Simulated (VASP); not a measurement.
BP (zinc blende), 2 atoms in the cell. Symmetry: F-43m, No. 216, cubic system. Conventional cell: a = 4.474 Å, b = 4.474 Å, c = 4.474 Å, α = 90.00°, β = 90.00°, γ = 90.00°. B (site symmetry -43m) has 4 P at 1.94 Å within 2.6 Å. Within 2.6 Å of P (site symmetry -43m) lie 4 B at 1.94 Å.  This cell differs from its parent crystal: volume scaled by 0.96.

```yaml
Program: VASP 6.6.1
Task: single point
Functional: PBEsol
Potentials_or_basis: VASP PAW PBE potentials, release 64 (B, P)
Cutoff: 500 eV
k_mesh: 10 × 10 × 10
Occupations: gaussian, width 0.01 eV
Spin: no spin polarisation
Dipole_correction: no
Further_INCAR_settings: ALGO = Normal; EDIFF = 1e-06; NBANDS = 11
```

Potentials or basis: VASP PAW PBE potentials, release 64 (B, P).

Launch:

```bash
$ cat potpaw_PBE.64/B/POTCAR potpaw_PBE.64/P/POTCAR > POTCAR
$ mpirun -np 1 vasp_std > vasp.out
```

Hardware: 1 thread of AMD EPYC 9R45 96-Core Processor (Zen 5), with other jobs on the host.

How long does it take, and how much memory?

It took 6.4 s on 1 thread of AMD EPYC 9R45 96-Core Processor (Zen 5), with other jobs on the host, peak memory 0.11 GiB. Counts: scf iterations 12, k points 47.
